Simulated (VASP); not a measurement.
# Mo in VASP: a series of runs

Runs on Mo. Level: PBEsol. Tasks: single point.

All numbers are computed with VASP 6.6.1; they aren't measurements. Logs are shortened: lines on timing, memory, paths and dates and some standing lists are left out, and cuts for length are marked.

**1. The cell of the first run**

Symmetry: Fm-3m, No. 225, cubic system. Conventional cell: a = 3.708 Å, b = 3.708 Å, c = 3.708 Å, α = 90.00°, β = 90.00°, γ = 90.00°. Mo (site symmetry m-3m) has 12 Mo at 2.62 Å within 3.5 Å.

**2. Single point, PBEsol (strain -0.080 along x and y, -0.080 along z)**

The input, INCAR:

```
SYSTEM = Mo
PREC = Accurate
ENCUT = 520
EDIFF = 1E-6
ISMEAR = 0
SIGMA = 0.15
LREAL = .FALSE.
LASPH = .TRUE.
NELM = 80
ALGO = Fast
ISIF = 2
LWAVE = .FALSE.
LCHARG = .FALSE.
GGA = PS
NBANDS = 13
```

The input, KPOINTS:

```
Automatic mesh
0
G
  20 20 20
  0 0 0
```

The input, POSCAR:

```
Mo
1.0
    0.0000000000      1.8538000000      1.8538000000
    1.8538000000      0.0000000000      1.8538000000
    1.8538000000      1.8538000000      0.0000000000
Mo
1
Direct
    0.0000000000      0.0000000000      0.0000000000
```

Potentials or basis: VASP PAW PBE potentials, release 64 (Mo_sv).

Started as:

```console
cat potpaw_PBE.64/Mo_sv/POTCAR > POTCAR
mpirun -np 1 vasp_std > vasp.out
```

OUTCAR:

```text
SYSTEM = Mo
   PREC = Accurate
   ENCUT = 520
   EDIFF = 1E-6
   ISMEAR = 0
   LREAL = .FALSE.
   LASPH = .TRUE.
   NELM = 80
   ISIF = 2
   GGA = PS

 ion  position               nearest neighbor table
   1  0.000  0.000  0.000-

  LATTYP: Found a face centered cubic cell.
 ALAT       =     3.7076000000

  Lattice vectors:

 A1 = (   0.0000000000,   1.8538000000,   1.8538000000)
 A2 = (   1.8538000000,   0.0000000000,   1.8538000000)
 A3 = (   1.8538000000,   1.8538000000,   0.0000000000)

Analysis of symmetry for initial positions (statically):
=====================================================================
 Subroutine PRICEL returns:
 Original cell was already a primitive cell.

 Routine SETGRP: Setting up the symmetry group for a
 face centered cubic supercell.

 Subroutine GETGRP returns: Found 48 space group operations
 (whereof 48 operations were pure point group operations)
 out of a pool of 48 trial point group operations.

The static configuration has the point symmetry O_h .

Analysis of symmetry for dynamics (positions and initial velocities):
=====================================================================
 Subroutine PRICEL returns:
 Original cell was already a primitive cell.

 Routine SETGRP: Setting up the symmetry group for a
 face centered cubic supercell.

 Subroutine GETGRP returns: Found 48 space group operations
 (whereof 48 operations were pure point group operations)
 out of a pool of 48 trial point group operations.

The dynamic configuration has the point symmetry O_h .

 Subroutine INISYM returns: Found 48 space group operations
 (whereof 48 operations are pure point group operations),
 and found     1 'primitive' translations

----------------------------------------------------------------------------------------

                                     Primitive cell

  volume of cell :      12.7414

  direct lattice vectors                    reciprocal lattice vectors
     0.000000000  1.853800000  1.853800000    -0.269716258  0.269716258  0.269716258
     1.853800000  0.000000000  1.853800000     0.269716258 -0.269716258  0.269716258
     1.853800000  1.853800000  0.000000000     0.269716258  0.269716258 -0.269716258

  length of vectors
     2.621669102  2.621669102  2.621669102     0.467162263  0.467162263  0.467162263

  position of ions in fractional coordinates (direct lattice)
     0.000000000  0.000000000  0.000000000

  ion indices of the primitive-cell ions
   primitive index   ion index
                 1           1

----------------------------------------------------------------------------------------

 KPOINTS: Automatic mesh

Automatic generation of k-mesh.
 Grid dimensions read from file:
 generate k-points for:   20   20   20

 Generating k-lattice:

  Cartesian coordinates                     Fractional coordinates (reciprocal lattice)
    -0.013485813  0.013485813  0.013485813     0.050000000  0.000000000  0.000000000
     0.013485813 -0.013485813  0.013485813     0.000000000  0.050000000  0.000000000
     0.013485813  0.013485813 -0.013485813     0.000000000  0.000000000  0.050000000

  Length of vectors
     0.023358113  0.023358113  0.023358113

  Shift w.r.t. Gamma in fractional coordinates (k-lattice)
     0.000000000  0.000000000  0.000000000

 Subroutine IBZKPT returns following result:
 ===========================================

 Found    256 irreducible k-points:

 Following reciprocal coordinates:
            Coordinates               Weight
  0.000000  0.000000  0.000000      1.000000
  0.050000  0.000000  0.000000      8.000000
  0.100000  0.000000  0.000000      8.000000
  0.150000  0.000000  0.000000      8.000000
  0.200000  0.000000  0.000000      8.000000
  0.250000  0.000000  0.000000      8.000000
[... 16 lines left out ...]
 -0.400000  0.050000  0.000000     24.000000
 -0.350000  0.050000  0.000000     24.000000
 [... further k-points ...]
   k-points           NKPTS =    256   k-points in BZ     NKDIM =    256   number of bands    NBANDS=     13
   number of dos      NEDOS =    301   number of ions     NIONS =      1
   total plane-waves  NPLWV =   8000
   dimension x,y,z NGX =    20 NGY =   20 NGZ =   20
   dimension x,y,z NGXF=    40 NGYF=   40 NGZF=   40
   ions per type =               1
   NGX,Y,Z   is equivalent  to a cutoff of  12.68, 12.68, 12.68 a.u.
   NGXF,Y,Z  is equivalent  to a cutoff of  25.36, 25.36, 25.36 a.u.
 SYSTEM =  Mo
   PREC   = accura    normal or accurate (medium, high low for compatibility)
   ISTART =      0    job   : 0-new  1-cont  2-samecut
   ICHARG =      2    charge: 1-file 2-atom 10-const
   ISPIN  =      1    spin polarized calculation?
   LNONCOLLINEAR =      F non collinear calculations
   LSORBIT =      F    spin-orbit coupling
   LASPH  =      T    aspherical Exc in radial PAW
   ENCUT  =  520.0 eV  38.22 Ry    6.18 a.u.   4.87  4.87  4.87*2*pi/ulx,y,z
   NELM   =     80;   NELMIN=  2; NELMDL= -5     # of ELM steps
   EDIFF  = 0.1E-05   stopping-criterion for ELM
   LREAL  =      F    real-space projection
   EDIFFG = 0.1E-04   stopping-criterion for IOM
   NSW    =      0    number of steps for IOM
   IBRION =     -1    ionic relax: 0-MD 1-quasi-New 2-CG
   NFREE  =      0    steps in history (QN), initial steepest desc. (CG)
   ISIF   =      2    stress and relaxation
   ISYM   =      2    0-nonsym 1-usesym 2-fastsym
   POTIM  = 0.5000    time-step for ionic-motion
   TEBEG  =    0.0;   TEEND  =   0.0 temperature during run
   PSTRESS=    0.0 pullay stress
   NELECT =      14.0000    total number of electrons
   NUPDOWN=      -1.0000    fix difference up-down
   EMIN   =  10.00;   EMAX   =-10.00  energy-range for DOS
   EFERMI =   0.00;   METHOD = LEGACY
   ISMEAR =     0;   SIGMA  =   0.15  broadening in eV -4-tet -1-fermi 0-gaus
   EFERMI_NEDOS =   21; number of points for ismear=-14 and -15
   IALGO  =     68    algorithm
   IMIX   =      4    mixing-type and parameters
     AMIX     =   0.40;   BMIX     =  1.00
     AMIX_MAG =   1.60;   BMIX_MAG =  1.00
  volume/ion in A,a.u.               =      12.74        85.98
  Fermi-wavevector in a.u.,A,eV,Ry     =   1.689318  3.192347 38.828223  2.853794
  Thomas-Fermi vector in A             =   2.771466
   LORBIT       =      0    0 simple, 1 ext, 2 COOP (PROOUT), +10 PAW based schemes
   GGA     = PS    functional components
   LHFCALC =     F    Hartree Fock is set to
   AEXX    =    0.0000 exact exchange contribution
   IVDW    =     0    specifies the selected vdW correction
   LEPSILON=     F    determine dielectric tensor
   LRPA    =     F    only Hartree local field effects (RPA)
 non-spin polarized calculation
 RMM-DIIS sequential band-by-band and
 Gauss-broadening in eV      SIGMA  =   0.15
  energy-cutoff  :      520.00
  volume of cell :       12.74
 maximum number of plane-waves:       360
   NGX =  9   NGY =  9   NGZ =  9

 number of electron      14.0000003 magnetization

 Free energy of the ion-electron system (eV)
  ---------------------------------------------------
  ext. energy  EPLUGINS =         0.00000000
  ---------------------------------------------------
  free energy    TOTEN  =       -10.77885871 eV

  energy without entropy =      -10.76942376  energy(sigma->0) =      -10.77414123

 E-fermi :  15.5467     XC(G=0): -14.6994

 val. band max:       15.5226839901   @ k =   0.4000   0.1500   0.0000
 cond. band min:      15.5569772865   @ k =  -0.2000   0.1500   0.0500
 fundamental gap:      0.0342932965
 Fermi energy:        15.5467343225

 k-point     1 :       0.0000    0.0000    0.0000
  band No.  band energies     occupation
      1     -45.1558      2.00000
      2     -17.7925      2.00000
      3     -17.7925      2.00000
      4     -17.7925      2.00000
      5       8.2536      2.00000
      6      14.3761      2.00000
      7      14.3761      2.00000
      8      14.3761      2.00000
      9      18.0875      0.00000
     10      18.0875      0.00000
     11      28.5747      0.00000
     12      35.0089      0.00000
     13      35.0089      0.00000

 k-point     2 :       0.0500    0.0000    0.0000
  band No.  band energies     occupation
      1     -45.1427      2.00000
      2     -17.8642      2.00000
      3     -17.8009      2.00000
      4     -17.8009      2.00000
      5       8.3890      2.00000
      6      14.2762      2.00000
      7      14.4393      2.00000
      8      14.4393      2.00000
      9      18.0246      0.00000
     10      18.0246      0.00000
     11      28.8487      0.00000
     12      34.4955      0.00000
     13      35.2596      0.00000

 k-point     3 :       0.1000    0.0000    0.0000
  band No.  band energies     occupation
      1     -45.1046      2.00000
      2     -18.0700      2.00000
      3     -17.8252      2.00000
      4     -17.8252      2.00000
      5       8.7714      2.00000
      6      14.0248      2.00000
      7      14.6093      2.00000
      8      14.6093      2.00000
      9      17.8729      0.00000
     10      17.8729      0.00000
     11      29.6007      0.00000
     12      33.4296      0.00000
     13      35.9893      0.00000
[... 305 lines left out ...]
 k-point    23 :      -0.4000    0.0500    0.0000
  band No.  band energies     occupation
      1     -44.6281      2.00000
      2     -20.2614      2.00000
      3     -18.1715      2.00000
      4     -18.0959      2.00000
      5       9.9222      2.00000
      6      14.0811      2.00000
      7      14.2720      2.00000
      8      17.0496      0.00000
      9      20.1365      0.00000
     10      21.1627      0.00000
     11      28.3951      0.00000
     12      32.0286      0.00000
     13      37.3417      0.00000

 k-point    24 :      -0.3500    0.0500    0.0000
  band No.  band energies     occupation
      1     -44.6849      2.00000
      2     -20.0227      2.00000
      3     -18.1476      2.00000
      4     -18.0542      2.00000
      5      10.0858      2.00000
      6      14.2914      2.00000
      7      14.4442      2.00000
      8      16.0695      0.00000
      9      19.3445      0.00000
     10      20.5288      0.00000
     11      28.4929      0.00000
     12      33.6003      0.00000
     13      38.4947      0.00000

 [... further k-points ...]
[... 5 lines left out ...]
  --------------------------------------------------------------------------------------
  -------------------------------------------------------------------------------------
  Total        6.0725602      6.0725602      6.0725602     -0.0000000     -0.0000000      0.0000000
  in kB      763.5962461    763.5962461    763.5962461     -0.0000000     -0.0000000      0.0000000
  external PRESSURE =     763.5962461 kB  Pullay stress =       0.0000000 kB

 VOLUME and BASIS-vectors are now :
 -----------------------------------------------------------------------------
  energy-cutoff  :      520.00
  volume of cell :       12.74
      direct lattice vectors                 reciprocal lattice vectors
     0.000000000  1.853800000  1.853800000    -0.269716258  0.269716258  0.269716258
     1.853800000  0.000000000  1.853800000     0.269716258 -0.269716258  0.269716258
     1.853800000  1.853800000  0.000000000     0.269716258  0.269716258 -0.269716258

 POSITION                                       TOTAL-FORCE (eV/Angst)
 -----------------------------------------------------------------------------------
      0.00000      0.00000      0.00000         0.000000      0.000000      0.000000
 -----------------------------------------------------------------------------------
    total drift:                               -0.000000      0.000000      0.000000

  FREE ENERGIE OF THE ION-ELECTRON SYSTEM (eV)
  ---------------------------------------------------
  free  energy   TOTEN  =       -10.7788587087 eV

  energy  without entropy=      -10.7694237582  energy(sigma->0) =      -10.77414123
```

Run time: 15 s. Hardware: 1 thread of Intel Xeon 6975P-C (Granite Rapids), shared host; peak memory 0.15 GiB.

Results:

```yaml
Free_energy: -10.7789 eV
Pressure: 76.4 GPa
Band_gap_on_the_k_mesh: zero (band 7 reaches 20.96 eV, above the bottom of band 8 at 14.38 eV)
```

Caveat: the cell differs from its parent crystal (strain -0.080 along x and y, -0.080 along z); the PAW data sets were made with another functional, which shifts forces and pressure a little.

**3. Single point, PBEsol (strain +0.080 along x and y, +0.080 along z)**

The input, INCAR:

```
SYSTEM = Mo
ALGO = Normal
EDIFF = 1E-7
ENCUT = 520
GGA = PS
ISIF = 2
ISMEAR = 0
LASPH = .TRUE.
LCHARG = .TRUE.
LELF = .TRUE.
LREAL = .FALSE.
LVHAR = .TRUE.
LWAVE = .FALSE.
NBANDS = 13
NELM = 100
PREC = Accurate
SIGMA = 0.15
```

The input, KPOINTS:

```
k-points
0
G
  20 20 20
  0 0 0
```

The input, POSCAR:

```
Mo
1.0
    0.0000000000      2.1762000000      2.1762000000
    2.1762000000      0.0000000000      2.1762000000
    2.1762000000      2.1762000000      0.0000000000
Mo
1
Direct
    0.0000000000      0.0000000000      0.0000000000
```

Potentials or basis: VASP PAW PBE potentials, release 64 (Mo_sv).

Started as:

```console
cat potpaw_PBE.64/Mo_sv/POTCAR > POTCAR
mpirun -np 1 vasp_std > vasp.out
```

It took 15 s on 1 thread of Intel Xeon 6975P-C (Granite Rapids), shared host; peak memory 0.18 GiB.

Results (log left out):

```yaml
Free_energy: -10.5470 eV
Pressure: -40.0 GPa
Band_gap_on_the_k_mesh: zero (band 7 reaches 10.93 eV, above the bottom of band 8 at 7.73 eV)
```

Levels at points of the mesh, in eV from the Fermi level:
```tsv
k point	band 5	band 6	band 7	band 8	band 9	band 10
(0.00, 0.00, 0.00)	-5.90	-0.45	-0.45	-0.45	1.38	1.38
(0.50, 0.00, 0.00)	-3.53	-0.56	-0.56	0.97	2.79	2.79
(0.50, 0.50, 0.00)	-3.54	-2.99	2.74	2.88	3.19	3.19
```

Caveat: the cell differs from its parent crystal (strain +0.080 along x and y, +0.080 along z); the PAW data sets were made with another functional, which shifts forces and pressure a little.

(Continued in part 2 of 3.)
